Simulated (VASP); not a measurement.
Crystal: KPrBr4.

```
CELL_PARAMETERS angstrom
5.01506 0.00000 0.00000
0.00000 5.01506 0.00000
0.00000 0.00000 7.09946
ATOMIC_POSITIONS crystal
K 0.50000 0.50000 0.50000
Pr 0.00000 0.00000 0.00000
Br 0.50000 0.00000 0.74647
Br 0.00000 0.50000 0.25353
Br 0.50000 0.00000 0.25353
Br 0.00000 0.50000 0.74647
```

The cell was generated, and may not be a known phase.

```yaml
Program: VASP 6.6.1
Task: relaxation of cell and atoms
Functional: PBE
Potentials_or_basis: VASP PAW PBE potentials, release 64 (K_sv, Pr_3, Br), 4f in core
Cutoff: 500 eV
k_mesh: 4 × 4 × 4
Occupations: gaussian, width 0.1 eV
Spin: no spin polarisation
```

At the start: pressure 4.1 GPa; volume 29.76 Å³/atom.

**Question.** Where does the relaxation end?

**Answer.** Over 10 steps the energy falls by 104.2 meV/atom and the volume is 34.71 Å³/atom (+16.6 %); space group P4/mmm (No. 123, to 0.1 Å) before and after.

The path:
```tsv
step	energy change (eV)	largest force (eV/Å)	pressure (GPa)	volume (Å³)
1	0.0000	0.8008	4.10	178.56
2	-0.3476	0.6966	-0.07	198.96
3	-0.3591	0.6820	-0.77	203.90
4	-0.4643	0.4853	-0.46	203.30
5	-0.5749	0.0057	0.47	201.95
6	-0.5758	0.0503	0.60	201.80
7	-0.6178	0.0079	0.05	207.05
8	-0.6238	0.0234	-0.28	210.80
9	-0.6241	0.0174	-0.22	210.10
10	-0.6252	0.0089	0.10	208.27
```

Final structure:
```
K Pr Br
1.0
     5.13615    0.00000    0.00000
     0.00000    5.13615    0.00000
     0.00000    0.00000    7.89494
K Pr Br
1 1 4
Direct
  0.50000 0.50000 0.50000
  0.00000 0.00000 0.00000
  0.50000 0.00000 0.77890
  0.00000 0.50000 0.22110
  0.50000 0.00000 0.22110
  0.00000 0.50000 0.77890
```

Caveat: the volume moved by over 15 % at a fixed basis, so the end points are rough.
